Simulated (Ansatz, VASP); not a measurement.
One calculation of F, two programs

File INCAR:

```
SYSTEM = F
PREC     = Accurate       ! precision mode
ENCUT    = 520            ! plane-wave cutoff, eV
EDIFF    = 1E-6           ! SCF threshold, eV
ISMEAR   = 0              ! smearing method
SIGMA    = 0.05           ! smearing width, eV
LREAL    = .False.        ! projectors in reciprocal space
LASPH    = .True.         ! aspherical terms in the spheres
NELM     = 100            ! most SCF steps
ALGO     = Normal         ! electronic algorithm
ISIF     = 2              ! what is computed and relaxed
LWAVE    = .False.        ! write WAVECAR
LCHARG   = .False.        ! write CHGCAR
GGA      = PS             ! functional
NBANDS   = 22             ! bands
```

File KPOINTS:

```
regular mesh
0
Gamma
  4 4 2
  0 0 0
```

Contents of POSCAR:

```
F
1.0
    2.9711538787     -1.7076239636     -0.2291610188
    2.9711538787      1.7076239636     -0.2291610188
   -2.2340807490      0.0000000000      6.8385662294
F
4
Direct
    0.0848459664      0.0848459664      0.0940038325
    0.9151540336      0.9151540336      0.9059961675
    0.5015719855      0.5015719855      0.5937195244
    0.4984280145      0.4984280145      0.4062804756
```

Input for Ansatz:

```yaml
crystal:
  lattice:
    - [2.9711538787, -1.7076239636, -0.2291610188]
    - [2.9711538787, 1.7076239636, -0.2291610188]
    - [-2.234080749, 0.0, 6.8385662294]
  atoms:
    - { symbol: F, position: [0.0848459664, 0.0848459664, 0.0940038325] }
    - { symbol: F, position: [0.9151540336, 0.9151540336, 0.9059961675] }
    - { symbol: F, position: [0.5015719855, 0.5015719855, 0.5937195244] }
    - { symbol: F, position: [0.4984280145, 0.4984280145, 0.4062804756] }
basis:
  ecutwfc: 520.0
kpoints:
  mp_grid: { grid: [4, 4, 2] }
hamiltonian:
  xc: pbesol
scf:
  occupations: { method: gaussian, width: 0.05 }
output:
  forces: true
  stress: true
  eigenvalues: true
```

Change from the starting cell: volume 16.911 Å^3 an atom, stretch along a over the lengths across it, relative to the relaxed cell 1.0000.

Alike in both runs: task single point; functional PBEsol; k mesh 4 × 4 × 2; occupations gaussian, width 0.05 eV; no spin polarisation.

```csv
,VASP,Ansatz
version,VASP 6.6.1,Ansatz 0.2.0
potentials or method,"VASP PAW PBE potentials, release 64 (F), cutoff 520 eV","scalar-relativistic, plane waves, PAW"
valence electrons in the cell,28,28
```

|  | VASP | Ansatz | Ansatz less VASP |
| --- | --- | --- | --- |
| gap on the k mesh at the Fermi level (eV) | 3.68 | 3.77 | +0.096 |
| least direct gap on the mesh (eV) | 3.79 | 3.89 | +0.096 |
| pressure (GPa) | 6.5 | 5.9 | -0.67 |
| traceless stress, the component that is largest in VASP (GPa) | 10.96 | 8.93 | -2.028 |
| rms of the force components (eV/Å) | 1.836 | 1.494 | -0.3419 |

VASP's potentials were made for PBE, not for PBEsol. Atom by atom the forces differ by 0.342 eV/Å (rms over components).

The k mesh is coarse, so the values compare programs but aren't converged.
